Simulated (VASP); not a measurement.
## Pb: density of states with PBE

The system is Pb.

```xyz
2
Lattice="0.0000 2.6017 2.6017 2.6017 0.0000 2.6017 2.6017 2.6017 0.0000" Properties=species:S:1:pos:R:3 pbc="T T T"
Pb   -0.6504   -0.6504   -0.6504
Pb    0.6504    0.6504    0.6504
```

This cell differs from its parent crystal: volume scaled by 0.4.

```json
{
 "Program": "VASP 6.6.1",
 "Task": "density of states",
 "Functional": "PBE",
 "Potentials or basis": "VASP PAW PBE potentials, release 64 (Pb_d)",
 "Cutoff": "520 eV",
 "k mesh": "11 × 11 × 11",
 "Occupations": "fermi-dirac, width 0.1 eV",
 "Spin": "no spin polarisation",
 "Dipole correction": "no",
 "k mesh for the DOS": "17 × 17 × 17",
 "Occupations for the DOS": "tetrahedron",
 "Further INCAR settings": "ALGO = Normal; EDIFF = 1e-06"
}
```

```
Valence electrons inside the program's atomic spheres : Pb 13.43
```

Levels at points of the mesh, in eV from the Fermi level:
| k point | band 11 | band 12 | band 13 | band 14 | band 15 | band 16 | band 17 | band 18 |
| --- | --- | --- | --- | --- | --- | --- | --- | --- |
| (0.00, 0.00, 0.00) | -19.06 | 1.51 | 1.53 | 1.53 | 1.53 | 2.69 | 2.76 | 2.76 |

Wall time 58 s on 1 thread of AMD EPYC 9R45 96-Core Processor (Zen 5), on a shared host, peak memory 0.18 GiB.

Caveat: spin-orbit coupling is left out, which moves the levels of the heavy elements.
